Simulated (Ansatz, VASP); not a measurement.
## Al2Ge3B3N: VASP beside Ansatz

```
CELL_PARAMETERS angstrom
4.53750 0.00000 0.00000
0.00000 4.53750 0.00000
0.00000 0.00000 5.73224
ATOMIC_POSITIONS crystal
Al 0.00000 0.00000 0.81853
Al 0.00000 0.00000 0.18147
Ge 0.00000 0.50000 0.50000
Ge 0.50000 0.00000 0.50000
Ge 0.50000 0.50000 0.00000
B 0.00000 0.50000 0.00000
B 0.50000 0.00000 0.00000
B 0.00000 0.00000 0.50000
N 0.50000 0.50000 0.50000
```

Alike in both runs: task relaxation of cell and atoms; functional PBE; k mesh 4 × 4 × 4; occupations gaussian, width 0.1 eV; no spin polarisation.

|  | VASP | Ansatz |
| --- | --- | --- |
| version | VASP 6.6.1 | Ansatz 0.2.0 |
| potentials or method | VASP PAW PBE potentials, release 64 (Al, Ge_d, B, N), cutoff 600 eV | scalar-relativistic, plane waves, PAW |
| valence electrons in the cell | 62 | 62 |

```tsv
	VASP	Ansatz	Ansatz less VASP
gap on the k mesh at the Fermi level, each at its own relaxed structure (eV)	none	none	-
relaxed volume (Å³/atom)	13.45	13.45	+0.007
relaxed cell length with the largest relative difference (Å)	4.266	4.268	+0.0018
```

A gap of «none» marks a metal or a gap that the smearing closes.
